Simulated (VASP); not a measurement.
Here is a VASP 6.6.1 calculation.

INCAR

```
PREC     = Accurate       # precision mode
ENCUT    = 520            # plane-wave cutoff, eV
EDIFF    = 1E-7           # SCF threshold, eV
ISMEAR   = 0              # smearing method
SIGMA    = 0.2            # smearing width, eV
LREAL    = False          # projectors in reciprocal space
LASPH    = True           # aspherical terms in the spheres
NELM     = 80             # most SCF steps
ALGO     = Normal         # electronic algorithm
ISIF     = 2              # what is computed and relaxed
LWAVE    = False          # write WAVECAR
LCHARG   = False          # write CHGCAR
GGA      = PE             # functional
NBANDS   = 38             # bands
```

KPOINTS

```
regular mesh
0
Gamma
  6 6 4
```

The input POSCAR:

```
PC2
1.0
   -4.6389917219      0.0000000000      0.0045378566
   -2.3194958610      4.0825028089      0.0022689283
   -1.7574849324      0.0000000000     -8.0200967913
P C
4 8
Direct
    0.6375973750      1.0000000000      0.5939807031
    0.1375973750      1.0000000000      0.0939807031
    0.8624026250      1.0000000000      0.9060192969
    0.3624026250      1.0000000000      0.4060192969
    0.6579689282      0.3672733200      0.5106264979
    0.1579689282      0.3672733200      0.0106264979
    0.8420310718      0.6327266800      0.9893735021
    0.3420310718      0.6327266800      0.4893735021
    0.4747577518      0.3672733200      0.9893735021
    0.9747577518      0.3672733200      0.4893735021
    0.0252422482      0.6327266800      0.5106264979
    0.5252422482      0.6327266800      0.0106264979
```

Potentials or basis: VASP PAW PBE potentials, release 64 (P, C).

Command:

```console
$ cat potpaw_PBE.64/P/POTCAR potpaw_PBE.64/C/POTCAR > POTCAR
$ mpirun -np 1 vasp_std > vasp.out
```

Task: Estimate the largest force.

Result: 0.065 eV/Å.

Task: What does it give for the pressure?

Result: 0.0 GPa.

Stress tensor (GPa, compression positive):
```
 0.02  0.00 -0.03
 0.00 -0.10  0.00
-0.03  0.00  0.04
```
